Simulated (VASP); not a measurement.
# Be3Se2S (Imm2) in VASP: relaxation of cell and atoms with PBE

Aim: the relaxation of cell and atoms of Be3Se2S with PBE.

Everything below comes from runs of VASP 6.6.1. Logs are shortened: lines on timing, memory, paths and dates and some standing lists are left out, and cuts for length are marked.

## Step 1: The cell of the first run

The structure is orthorhombic, space group Imm2 (No. 44). The conventional cell has a = 3.595 Å, b = 10.785 Å, c = 5.063 Å, α = 90.00°, β = 90.00°, γ = 90.00°. Be (site symmetry m) has 1 S at 2.11 Å and 3 Se at 2.23 to 2.24 Å within 2.8 Å. Within 2.8 Å of Be (site symmetry mm2) lie 2 S at 2.14 Å and 2 Se at 2.24 Å. Within 2.9 Å of Se (site symmetry m) lie 4 Be at 2.23 to 2.24 Å. Within 2.8 Å of S (site symmetry mm2) lie 4 Be at 2.11 to 2.14 Å.

## Step 2: Relaxation of cell and atoms, PBE

INCAR

```
  PREC = Accurate
  ENCUT = 600
  EDIFF = 1E-7
  ISMEAR = 0
  SIGMA = 0.02
  LREAL = False
  LASPH = True
  NELM = 80
  ALGO = Normal
  ISIF = 3
  LWAVE = False
  LCHARG = False
  GGA = PE
  IBRION = 2
  NSW = 100
  EDIFFG = -0.01
```

KPOINTS

```
Automatic mesh
0
Gamma
  8 8 8
```

POSCAR

```
Be3Se2S
1.0
   -1.7975937834      5.3924606940      2.5312601538
    1.7975937834     -5.3924606940      2.5312601538
    1.7975937834      5.3924606940     -2.5312601538
Be Se S
3 2 1
Direct
    0.4001748658      0.2406186180      0.1595562479
    0.0810623701      0.2406186180      0.8404437521
    0.7681098044      0.2681098044      0.5000000000
    0.3348605463      0.0008190077      0.3340415385
    0.6667774692      0.0008190077      0.6659584615
    0.9990149442      0.9990149442      0.0000000000
```

Potentials or basis: VASP PAW PBE potentials, release 64 (Be, Se, S).

Launch:

```console
$ cat potpaw_PBE.64/Be/POTCAR potpaw_PBE.64/Se/POTCAR potpaw_PBE.64/S/POTCAR > POTCAR
$ mpirun -np 1 vasp_std > vasp.out
```

OUTCAR:

```text
PREC = Accurate
   ENCUT = 600
   EDIFF = 1E-7
   ISMEAR = 0
   LREAL = False
   LASPH = True
   NELM = 80
   ISIF = 3
   GGA = PE
   IBRION = 2
   NSW = 100
   EDIFFG = -0.01

 ion  position               nearest neighbor table
   1  0.400  0.241  0.160-   6 2.11   5 2.23   5 2.23   4 2.24
   2  0.081  0.241  0.840-   6 2.11   4 2.23   4 2.23   5 2.24
   3  0.768  0.268  0.500-   6 2.14   6 2.14   4 2.24   5 2.24
   4  0.335  0.001  0.334-   2 2.23   2 2.23   1 2.24   3 2.24
   5  0.667  0.001  0.666-   1 2.23   1 2.23   2 2.24   3 2.24
   6  0.999  0.999  0.000-   1 2.11   2 2.11   3 2.14   3 2.14

  LATTYP: Found a body centered orthorhombic cell.
 ALAT       =     3.5951875668
 B/A-ratio  =     1.4081380216
 C/A-ratio  =     2.9998216192

  Lattice vectors:

 A1 = (   1.7975937834,  -5.3924606940,  -2.5312601538)
 A2 = (  -1.7975937834,  -5.3924606940,   2.5312601538)
 A3 = (  -1.7975937834,   5.3924606940,  -2.5312601538)

Analysis of symmetry for initial positions (statically):
=====================================================================
 Subroutine PRICEL returns:
 Original cell was already a primitive cell.

 Routine SETGRP: Setting up the symmetry group for a
 body centered orthorhombic supercell.

 Subroutine GETGRP returns: Found  4 space group operations
 (whereof  4 operations were pure point group operations)
 out of a pool of  8 trial point group operations.

The static configuration has the point symmetry C_2v.

Analysis of symmetry for dynamics (positions and initial velocities):
=====================================================================
 Subroutine PRICEL returns:
 Original cell was already a primitive cell.

 Routine SETGRP: Setting up the symmetry group for a
 body centered orthorhombic supercell.

 Subroutine GETGRP returns: Found  4 space group operations
 (whereof  4 operations were pure point group operations)
 out of a pool of  8 trial point group operations.

The dynamic configuration has the point symmetry C_2v.

 Subroutine INISYM returns: Found  4 space group operations
 (whereof  4 operations are pure point group operations),
 and found     1 'primitive' translations

----------------------------------------------------------------------------------------

                                     Primitive cell

  volume of cell :      98.1466

  direct lattice vectors                    reciprocal lattice vectors
    -1.797593783  5.392460694  2.531260154     0.000000000  0.092722048  0.197530072
     1.797593783 -5.392460694  2.531260154     0.278149605  0.000000000  0.197530072
     1.797593783  5.392460694 -2.531260154     0.278149605  0.092722048  0.000000000

  length of vectors
     6.222318998  6.222318998  6.222318998     0.218209779  0.341152945  0.293197170

  position of ions in fractional coordinates (direct lattice)
     0.400174866  0.240618618  0.159556248
     0.081062370  0.240618618  0.840443752
     0.768109804  0.268109804  0.500000000
     0.334860546  0.000819008  0.334041539
     0.666777469  0.000819008  0.665958461
     0.999014944  0.999014944  0.000000000

  ion indices of the primitive-cell ions
   primitive index   ion index
                 1           1
                 2           2
                 3           3
                 4           4
                 5           5
                 6           6

----------------------------------------------------------------------------------------

 KPOINTS: Automatic mesh

Automatic generation of k-mesh.
 Grid dimensions read from file:
 generate k-points for:    8    8    8

 Generating k-lattice:

  Cartesian coordinates                     Fractional coordinates (reciprocal lattice)
     0.000000000  0.011590256  0.024691259     0.125000000  0.000000000  0.000000000
     0.034768701  0.000000000  0.024691259     0.000000000  0.125000000  0.000000000
     0.034768701  0.011590256  0.000000000     0.000000000  0.000000000  0.125000000

  Length of vectors
     0.027276222  0.042644118  0.036649646

  Shift w.r.t. Gamma in fractional coordinates (k-lattice)
     0.000000000  0.000000000  0.000000000

 Subroutine IBZKPT returns following result:
 ===========================================

 Found     95 irreducible k-points:

 Following reciprocal coordinates:
            Coordinates               Weight
  0.000000  0.000000  0.000000      1.000000
  0.125000  0.000000  0.000000      4.000000
  0.250000  0.000000  0.000000      4.000000
  0.375000 -0.000000  0.000000      4.000000
  0.500000  0.000000  0.000000      2.000000
  0.000000  0.125000 -0.000000      4.000000
[... 16 lines left out ...]
  0.125000  0.375000 -0.000000      8.000000
  0.250000  0.375000  0.000000      8.000000
 [... further k-points ...]
   k-points           NKPTS =     95   k-points in BZ     NKDIM =     95   number of bands    NBANDS=     16
   number of dos      NEDOS =    301   number of ions     NIONS =      6
   total plane-waves  NPLWV = 125000
   dimension x,y,z NGX =    50 NGY =   50 NGZ =   50
   dimension x,y,z NGXF=   100 NGYF=  100 NGZF=  100
   ions per type =               3   2   1
   NGX,Y,Z   is equivalent  to a cutoff of  13.36, 13.36, 13.36 a.u.
   NGXF,Y,Z  is equivalent  to a cutoff of  26.72, 26.72, 26.72 a.u.
 SYSTEM =  unknown system
   PREC   = accura    normal or accurate (medium, high low for compatibility)
   ISTART =      0    job   : 0-new  1-cont  2-samecut
   ICHARG =      2    charge: 1-file 2-atom 10-const
   ISPIN  =      1    spin polarized calculation?
   LNONCOLLINEAR =      F non collinear calculations
   LSORBIT =      F    spin-orbit coupling
   LASPH  =      T    aspherical Exc in radial PAW
   ENCUT  =  600.0 eV  44.10 Ry    6.64 a.u.  12.43 12.43 12.43*2*pi/ulx,y,z
   NELM   =     80;   NELMIN=  2; NELMDL= -5     # of ELM steps
   EDIFF  = 0.1E-06   stopping-criterion for ELM
   LREAL  =      F    real-space projection
   EDIFFG = -.1E-01   stopping-criterion for IOM
   NSW    =    100    number of steps for IOM
   IBRION =      2    ionic relax: 0-MD 1-quasi-New 2-CG
   NFREE  =      1    steps in history (QN), initial steepest desc. (CG)
   ISIF   =      3    stress and relaxation
   ISYM   =      2    0-nonsym 1-usesym 2-fastsym
   POTIM  = 0.5000    time-step for ionic-motion
   TEBEG  =    0.0;   TEEND  =   0.0 temperature during run
   PSTRESS=    0.0 pullay stress
   NELECT =      24.0000    total number of electrons
   NUPDOWN=      -1.0000    fix difference up-down
   EMIN   =  10.00;   EMAX   =-10.00  energy-range for DOS
   EFERMI =   0.00;   METHOD = LEGACY
   ISMEAR =     0;   SIGMA  =   0.02  broadening in eV -4-tet -1-fermi 0-gaus
   EFERMI_NEDOS =   21; number of points for ismear=-14 and -15
   IALGO  =     38    algorithm
   IMIX   =      4    mixing-type and parameters
     AMIX     =   0.40;   BMIX     =  1.00
     AMIX_MAG =   1.60;   BMIX_MAG =  1.00
  volume/ion in A,a.u.               =      16.36       110.39
  Fermi-wavevector in a.u.,A,eV,Ry     =   1.023733  1.934575 14.259310  1.048030
  Thomas-Fermi vector in A             =   2.157483
   LORBIT       =      0    0 simple, 1 ext, 2 COOP (PROOUT), +10 PAW based schemes
   GGA     = PE    functional components
   LHFCALC =     F    Hartree Fock is set to
   AEXX    =    0.0000 exact exchange contribution
   IVDW    =     0    specifies the selected vdW correction
   LEPSILON=     F    determine dielectric tensor
   LRPA    =     F    only Hartree local field effects (RPA)
 conjugate gradient relaxation of ions
 non-spin polarized calculation
 Gauss-broadening in eV      SIGMA  =   0.02
  energy-cutoff  :      600.00
  volume of cell :       98.15
 maximum number of plane-waves:      3301
 NGX is ok and might be reduce to    50
   NGX = 25   NGY = 25   NGZ = 25

--------------------------------------- Ionic step        1  -------------------------------------------

 number of electron      23.9999999 magnetization

 Free energy of the ion-electron system (eV)
  ---------------------------------------------------
  ext. energy  EPLUGINS =         0.00000000
  ---------------------------------------------------
  free energy    TOTEN  =       -27.67204885 eV

  energy without entropy =      -27.67204885  energy(sigma->0) =      -27.67204885

------------------------ aborting loop because EDIFF is reached ----------------------------------------

  FORCE on cell =-STRESS in cart. coord.  units (eV):
  Direction    XX          YY          ZZ          XY          YZ          ZX
  --------------------------------------------------------------------------------------
  -------------------------------------------------------------------------------------
  Total       -0.0041260      0.0178714      0.1827009      0.0000000      0.0000000      0.0000000
  in kB       -0.0673538      0.2917387      2.9824683      0.0000000      0.0000000      0.0000000
  external PRESSURE =       1.0689511 kB  Pullay stress =       0.0000000 kB

 VOLUME and BASIS-vectors are now :
 -----------------------------------------------------------------------------
  energy-cutoff  :      600.00
  volume of cell :       98.15
      direct lattice vectors                 reciprocal lattice vectors
    -1.797593783  5.392460694  2.531260154     0.000000000  0.092722048  0.197530072
     1.797593783 -5.392460694  2.531260154     0.278149605  0.000000000  0.197530072
     1.797593783  5.392460694 -2.531260154     0.278149605  0.092722048  0.000000000
[... 121 lines left out ...]
 POSITION                                       TOTAL-FORCE (eV/Angst)
 -----------------------------------------------------------------------------------
      0.00000      1.72126      1.22376        -0.000000      0.009715     -0.002716
      1.79678      3.66843     -1.31346         0.000000     -0.009715     -0.002716
     -0.00000      5.38969      1.35645        -0.000000      0.000000      0.005736
     -0.00000      3.60619      0.00149        -0.000000     -0.004024      0.000749
      0.00000      7.17319      0.00149        -0.000000      0.004024      0.000749
      0.00000      0.00000      5.07331        -0.000000     -0.000000     -0.001801
 -----------------------------------------------------------------------------------
    total drift:                                0.000000      0.000000     -0.000001

  FREE ENERGIE OF THE ION-ELECTRON SYSTEM (eV)
  ---------------------------------------------------
  free  energy   TOTEN  =       -27.6731189640 eV

  energy  without entropy=      -27.6731189640  energy(sigma->0) =      -27.67311896

--------------------------------------- Ionic step        5  -------------------------------------------

 number of electron      23.9999999 magnetization

 Free energy of the ion-electron system (eV)
  ---------------------------------------------------
  ext. energy  EPLUGINS =         0.00000000
  ---------------------------------------------------
  free energy    TOTEN  =       -27.67312599 eV

  energy without entropy =      -27.67312599  energy(sigma->0) =      -27.67312599

 E-fermi :   3.6288     XC(G=0):  -9.4541

 val. band max:        3.5413346080   @ k =   0.0000   0.0000   0.0000
 cond. band min:       6.2156613373   @ k =   0.5000   0.5000   0.5000
 fundamental gap:      2.6743267293
 Fermi energy:         3.6287652023

 k-point     1 :       0.0000    0.0000    0.0000
  band No.  band energies     occupation
      1     -10.2188      2.00000
      2      -8.5603      2.00000
      3      -8.3775      2.00000
      4      -1.1854      2.00000
      5      -1.0526      2.00000
      6      -0.6546      2.00000
[... 8 lines left out ...]
     15       8.1653      0.00000
     16       8.6425      0.00000
[... 419 lines left out ...]
 k-point    24 :       0.2500    0.3750    0.0000
  band No.  band energies     occupation
      1      -8.8991      2.00000
      2      -8.7176      2.00000
      3      -8.4734      2.00000
      4      -1.9200      2.00000
      5      -1.2616      2.00000
      6      -1.0920      2.00000
[... 8 lines left out ...]
     15       8.9861      0.00000
     16       9.3385      0.00000

 [... further k-points ...]

------------------------ aborting loop because EDIFF is reached ----------------------------------------

  FORCE on cell =-STRESS in cart. coord.  units (eV):
  Direction    XX          YY          ZZ          XY          YZ          ZX
  --------------------------------------------------------------------------------------
  -------------------------------------------------------------------------------------
  Total        0.0071421      0.0142299      0.0363210      0.0000000      0.0000000      0.0000000
  in kB        0.1164628      0.2320419      0.5922726      0.0000000      0.0000000      0.0000000
  external PRESSURE =       0.3135924 kB  Pullay stress =       0.0000000 kB

 VOLUME and BASIS-vectors are now :
 -----------------------------------------------------------------------------
  energy-cutoff  :      600.00
  volume of cell :       98.25
      direct lattice vectors                 reciprocal lattice vectors
    -1.796524175  5.388359365  2.537448165     0.000000000  0.092792623  0.197048360
     1.796524175 -5.388359365  2.537448165     0.278315208  0.000000000  0.197048360
     1.796524175  5.388359365 -2.537448165     0.278315208  0.092792623  0.000000000

 POSITION                                       TOTAL-FORCE (eV/Angst)
 -----------------------------------------------------------------------------------
      0.00000      1.72112      1.22387        -0.000000      0.007774     -0.002694
      1.79652      3.66724     -1.31357         0.000000     -0.007774     -0.002694
     -0.00000      5.38836      1.35649         0.000000     -0.000000      0.007726
     -0.00000      3.60537      0.00148        -0.000000     -0.004668      0.000164
      0.00000      7.17135      0.00148        -0.000000      0.004668      0.000164
      0.00000      0.00000      5.07386        -0.000000     -0.000000     -0.002666
 -----------------------------------------------------------------------------------
    total drift:                                0.000000      0.000000      0.000005

  FREE ENERGIE OF THE ION-ELECTRON SYSTEM (eV)
  ---------------------------------------------------
  free  energy   TOTEN  =       -27.6731259894 eV

  energy  without entropy=      -27.6731259894  energy(sigma->0) =      -27.67312599

 reached required accuracy - stopping structural energy minimisation
```

It took 19 min on 1 thread of Intel Xeon 6975P-C (Granite Rapids), shared host; peak memory 0.51 GiB.

Results:

- Free energy: -27.6731 eV
- Relaxed volume: 16.38 Å³/atom
- Relaxed cell: a = 6.221 Å, b = 6.221 Å, c = 6.221 Å, α = 146.43°, β = 59.97°, γ = 131.86°
- Space group after relaxing (to 0.05 Å): Imm2 (No. 44)
- Energy gained by relaxing: 0.2 meV/atom
- Ionic steps: 5
- Pressure after relaxing: 0.0 GPa
- Largest force after relaxing: 0.008 eV/Å
- Band gap on the k mesh: 2.67 eV, indirect (least direct gap 2.85 eV)

Forces in eV/Å, atoms in the order of the input:
```
Be   0.000  0.008 -0.003
Be   0.000 -0.008 -0.003
Be   0.000  0.000  0.008
Se   0.000 -0.005  0.000
Se   0.000  0.005  0.000
S    0.000  0.000 -0.003
```

The path:
```tsv
step	energy change (eV)	largest force (eV/Å)	pressure (GPa)	volume (Å³)
1	0.0000	0.0857	0.11	98.15
2	-0.0009	0.0230	-0.01	98.30
3	-0.0010	0.0156	-0.06	98.37
4	-0.0011	0.0101	0.01	98.28
5	-0.0011	0.0082	0.03	98.25
```

Final structure:
```
Be Se S
1.0
    -1.79652    5.38836    2.53745
     1.79652   -5.38836    2.53745
     1.79652    5.38836   -2.53745
Be Se S
3 2 1
Direct
  0.40087 0.24116 0.15971
  0.08145 0.24116 0.84029
  0.76729 0.26729 0.50000
  0.33484 0.00029 0.33455
  0.66574 0.00029 0.66545
  0.99980 0.99980 0.00000
```
